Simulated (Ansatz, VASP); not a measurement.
**One calculation of Pb, two programs**

```
Pb
1.0
    -1.95966    1.95966    1.95966
     1.95966   -1.95966    1.95966
     1.95966    1.95966   -1.95966
Pb
1
Direct
  0.00000 0.00000 0.00000
```

Change from the starting cell: volume scaled by 0.97.

Alike in both runs: task single point; functional PBEsol; k mesh 13 × 13 × 13; occupations fermi-dirac, width 0.08 eV; no spin polarisation.

|  | VASP | Ansatz |
| --- | --- | --- |
| version | VASP 6.6.1 | Ansatz 0.2.0 |
| potentials or method | VASP PAW PBE potentials, release 64 (Pb_d), cutoff 520 eV | all-electron LAPW, scalar-relativistic |

```tsv
	VASP	Ansatz	Ansatz less VASP
pressure (GPa)	-0.4	-0.3	+0.09
```

VASP's potentials were made for PBE, not for PBEsol. Ansatz ran all-electron here, and VASP with PAW potentials.

Neither program's run includes spin-orbit coupling.
